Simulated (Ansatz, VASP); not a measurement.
In3Cu in VASP and in Ansatz

The input INCAR:

```
SYSTEM = In3Cu
PREC = Accurate
ENCUT = 520
EDIFF = 1E-6
ISMEAR = 0
SIGMA = 0.15
LREAL = .False.
LASPH = .True.
NELM = 60
ALGO = Fast
ISIF = 2
LWAVE = .False.
LCHARG = .True.
GGA = CA
LELF = .True.
LVHAR = .True.
NBANDS = 33
```

The input KPOINTS:

```
regular mesh
0
Gamma
  10 10 10
  0 0 0
```

File POSCAR:

```
In3Cu
1.0
    4.2926303369      0.0384296132      0.0384296132
    0.0384296132      4.2926303369      0.0384296132
    0.0384296132      0.0384296132      4.2926303369
In Cu
3 1
Direct
    0.0000000000      0.5000000000      0.5000000000
    0.5000000000      0.0000000000      0.5000000000
    0.5000000000      0.5000000000      0.0000000000
    0.0000000000      0.0000000000      0.0000000000
```

Input for Ansatz:

```yaml
crystal:
  lattice:
    - [4.2926303369, 0.0384296132, 0.0384296132]
    - [0.0384296132, 4.2926303369, 0.0384296132]
    - [0.0384296132, 0.0384296132, 4.2926303369]
  atoms:
    - { symbol: In, position: [0.0, 0.5, 0.5] }
    - { symbol: In, position: [0.5, 0.0, 0.5] }
    - { symbol: In, position: [0.5, 0.5, 0.0] }
    - { symbol: Cu, position: [0.0, 0.0, 0.0] }
basis:
  ecutwfc: 520.0
kpoints:
  mp_grid: { grid: [10, 10, 10] }
hamiltonian:
  xc: lda
scf:
  occupations: { method: gaussian, width: 0.15 }
output:
  forces: true
  stress: true
  eigenvalues: true
```

Alike in both runs: task single point; functional LDA; k mesh 10 × 10 × 10; occupations gaussian, width 0.15 eV; no spin polarisation.

```csv
,VASP,Ansatz
version,VASP 6.6.1,Ansatz 0.2.0
potentials or method,"VASP PAW LDA potentials, release 64 (In_d, Cu), cutoff 520 eV","scalar-relativistic, plane waves, PAW"
valence electrons in the cell,50,58
```

```csv
,VASP,Ansatz,Ansatz less VASP
gap on the k mesh at the Fermi level (eV),none,none,-
pressure (GPa),1.8,1.7,-0.07
"traceless stress, the component that is largest in VASP (GPa)",-0.13,-0.13,+0.001
```

LDA's correlation is that of Perdew and Zunger in VASP and of Perdew and Wang (1992) in Ansatz. A gap of «none» marks a metal or a gap that the smearing closes. VASP's potentials hold 50 valence electrons a cell and Ansatz's 58, so a difference there can come from the potentials and not from the codes.
